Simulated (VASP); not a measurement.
Set up this calculation in VASP 6.6.1, as the native input.

| Item | Value |
| --- | --- |
| Task | single point |
| Functional | PBE |
| Potentials or basis | VASP PAW PBE potentials, release 64 (W_sv, C, S) |
| Cutoff | 520 eV |
| k mesh | 12 × 12 × 1 |
| Occupations | gaussian, width 0.02 eV |
| Spin | no spin polarisation |
| Dipole correction | yes |
| Further INCAR settings | ALGO = Normal; EDIFF = 1e-06; NBANDS = 19 |

The structure of WCS lies in POSCAR:

```
WCS
1.0
    3.1702073285     -0.0000002895      0.0000000000
   -1.5851034135      2.7454802265      0.0000000000
    0.0000000000      0.0000000000     29.3647113200
W C S
1 1 1
Direct
    0.0000000000      0.0000000000      0.2995175437
    0.3333333333      0.6666666667      0.3307465683
    0.3333333333      0.6666666667      0.2434104567
```

The input as run:

INCAR

```
SYSTEM = WCS
  PREC = Accurate
  ENCUT = 520
  EDIFF = 1E-6
  ISMEAR = 0
  SIGMA = 0.02
  LREAL = .False.
  LASPH = .True.
  NELM = 100
  ALGO = Normal
  ISIF = 2
  LWAVE = .False.
  LCHARG = .True.
  LDIPOL = .True.
  IDIPOL = 3
  DIPOL = 0.5 0.5 0.291
  GGA = PE
  LELF = .True.
  LVHAR = .True.
  LVACPOTAV = .True.
  NBANDS = 19
```

KPOINTS

```
regular mesh
0
Gamma
  12 12 1
  0 0 0
```

Potentials or basis: VASP PAW PBE potentials, release 64 (W_sv, C, S).

Command:

```bash
$ cat potpaw_PBE.64/W_sv/POTCAR potpaw_PBE.64/C/POTCAR potpaw_PBE.64/S/POTCAR > POTCAR
$ mpirun -np 1 vasp_std > vasp.out
```

It gave:

```json
{
 "Largest force": "0.061 eV/Å",
 "Band gap on the k mesh": "0.59 eV (least direct gap 0.61 eV)"
}
```

Caveat: spin-orbit coupling is left out, which moves the levels of the heavy elements.

It took 5.3 min on 1 thread of Intel Xeon 8259CL, with other jobs on the host, peak memory 0.37 GiB.
